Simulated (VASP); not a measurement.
Fe: single point with PBE

Fe:

```
Fe
1.0
     2.43416    0.00000    0.00000
    -1.21708    2.10804    0.00000
     0.00000    0.00000    3.76510
Fe
2
Direct
  0.33333 0.66667 0.25000
  0.66667 0.33333 0.75000
```

This cell differs from its parent crystal: zz strain of -2 %.

```yaml
Program: VASP 6.6.1
Task: single point
Functional: PBE
Potentials_or_basis: VASP PAW PBE potentials, release 64 (Fe)
Cutoff: 600 eV
k_mesh: 17 × 17 × 10
Occupations: fermi-dirac, width 0.08 eV
Spin: no spin polarisation
```

```
Pressure               : 17.5 GPa
Band gap on the k mesh : zero (bands 8 and 9 overlap by 1.92 eV)
```

Stress tensor (GPa, compression positive):
```
13.54  0.00  0.00
 0.00 13.54  0.00
 0.00  0.00 25.31
```

Levels at points of the mesh, in eV from the Fermi level:
```csv
k point,band 5,band 6,band 7,band 8,band 9,band 10,band 11,band 12
"(0.00, 0.00, 0.00)",-1.50,-1.27,-1.27,-1.03,-1.03,0.77,0.77,0.86
"(0.00, 0.00, 0.50)",-1.98,-1.98,-1.98,-1.98,0.36,0.36,0.36,0.36
```

Wall time 31 s on 1 thread of AMD EPYC 9R45 96-Core Processor (Zen 5) (shared host), peak memory 0.15 GiB.

Caveat: the cell differs from its parent crystal (zz strain of -2 %); the cell stands under pressure; the run has no spin polarisation, though such a crystal can be magnetic. Spin polarisation is off, so any magnetic state and its effect on volume and gap are missing.
